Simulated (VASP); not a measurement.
Write the native input for VASP 6.6.1 that does the following.

- Task: single point
- Functional: r2SCAN
- Potentials or basis: VASP PAW PBE potentials, release 64 (C, O)
- Cutoff: 520 eV
- k mesh: 6 × 6 × 6
- Occupations: gaussian, width 0.01 eV
- Spin: no spin polarisation
- Dipole correction: no
- Further INCAR settings: ALGO = Normal; EDIFF = 1e-06; NBANDS = 25

Crystal: CO2.

```xyz
6
Lattice="-1.9548 1.9548 2.9673 1.9548 -1.9548 2.9673 1.9548 1.9548 -2.9673" Properties=species:S:1:pos:R:3 pbc="T T T"
C     0.0000    0.0000    0.0000
C     0.0000    1.9548    1.4837
O     0.6543    0.9774    0.7418
O    -0.9774    1.3005    2.2255
O     1.3005    0.9774    3.7092
O     2.9322    0.6543   -0.7418
```

These files were run (other wordings do the same):

POSCAR

```
CO2
1.0
   -1.9548127153      1.9548127153      2.9673315043
    1.9548127153     -1.9548127153      2.9673315043
    1.9548127153      1.9548127153     -2.9673315043
C O
2 4
Direct
    0.0000000000      0.0000000000      0.0000000000
    0.7500000000      0.2500000000      0.5000000000
    0.3750000000      0.2923507872      0.4173507872
    0.7076492128      0.1250000000      0.0826492128
    0.8750000000      0.9576492128      0.5826492128
    0.0423507872      0.6250000000      0.9173507872
```

INCAR.step1

```
SYSTEM = CO2
PREC = Accurate
ENCUT = 520
ISMEAR = 0
SIGMA = 0.01
LREAL = .False.
LASPH = .True.
NELM = 100
NBANDS = 25
GGA = PE
ALGO = Normal
EDIFF = 1E-4
LWAVE = .True.
LCHARG = .False.
```

INCAR.step2

```
SYSTEM = CO2
PREC = Accurate
ENCUT = 520
EDIFF = 1E-6
ISMEAR = 0
SIGMA = 0.01
LREAL = .False.
LASPH = .True.
NELM = 100
ALGO = Normal
ISIF = 2
LWAVE = .False.
LCHARG = .False.
METAGGA = R2SCAN
LMIXTAU = .True.
NBANDS = 25
ISTART = 1
```

KPOINTS

```
regular mesh
0
Gamma
  6 6 6
  0 0 0
```

Potentials or basis: VASP PAW PBE potentials, release 64 (C, O).

The run is started by

```bash
$ cat potpaw_PBE.64/C/POTCAR potpaw_PBE.64/O/POTCAR > POTCAR
$ cp INCAR.step1 INCAR
$ mpirun -np 1 vasp_std > vasp.out
$ cp INCAR.step2 INCAR
$ mpirun -np 1 vasp_std > vasp.out
```

It gave:

- Pressure: 2.2 GPa
- Largest force: 0.129 eV/Å
- Band gap on the k mesh: 8.48 eV (least direct gap 8.88 eV)

Caveat: the PAW data sets were made with another functional, which shifts forces and pressure a little.

Wall time 70 s on 1 thread of Intel(R) Xeon(R) 6975P-C (Granite Rapids), on a shared host, peak memory 0.17 GiB.
